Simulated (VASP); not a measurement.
Runs of VASP 6.6.1 on Mg. The structure is that of space group P6_3/mmc (No. 194), or close to it. The cells are those of the table. 

| task | cell | gap on the mesh (eV) | pressure (GPa) | largest force (eV/Å) |
| --- | --- | --- | --- | --- |
| single point | a = 3.188, b = 3.188, c = 5.175 Å, angles 90.0, 90.0, 120.0°, 2 atoms | none | -0.5 | - |
| electric field gradients | a = 3.144, b = 3.144, c = 5.105 Å, angles 90.0, 90.0, 120.0°, 2 atoms | none | (a) | - |
| electric field gradients | a = 3.231, b = 3.231, c = 5.245 Å, angles 90.0, 90.0, 120.0°, 2 atoms | none | -1.8 | - |
| electric field gradients | a = 3.209, b = 3.209, c = 5.106 Å, angles 90.0, 90.0, 120.0°, 2 atoms | none | -0.5 | - |
| electric field gradients | a = 3.144, b = 3.144, c = 5.104 Å, angles 90.0, 90.0, 120.0°, 2 atoms | none | 1.2 | - |
| single point | a = 3.209, b = 3.223, c = 5.210 Å, angles 90.2, 90.6, 120.4°, 2 atoms | none | -1.2 | 0.01 |
| single point | a = 3.210, b = 3.182, c = 5.211 Å, angles 89.6, 88.8, 119.1°, 2 atoms | none | -1.1 | 0.01 |
| single point | a = 3.209, b = 3.195, c = 5.210 Å, angles 89.8, 89.4, 119.6°, 2 atoms | none | -1.2 | 0.01 |

Alike in all rows: level PBEsol; potentials or basis VASP PAW PBE potentials, release 64 (Mg); no spin polarisation; k mesh 12 × 12 × 7; cutoff (eV) 520; smearing fermi-dirac 0.08 eV.

Question: Estimate the missing entries.

Answer: (a) 1.1.

Caveats: the PAW data sets were made with another functional, which shifts forces and pressure a little.

A gap of «none» marks levels without a gap at the run's occupations.
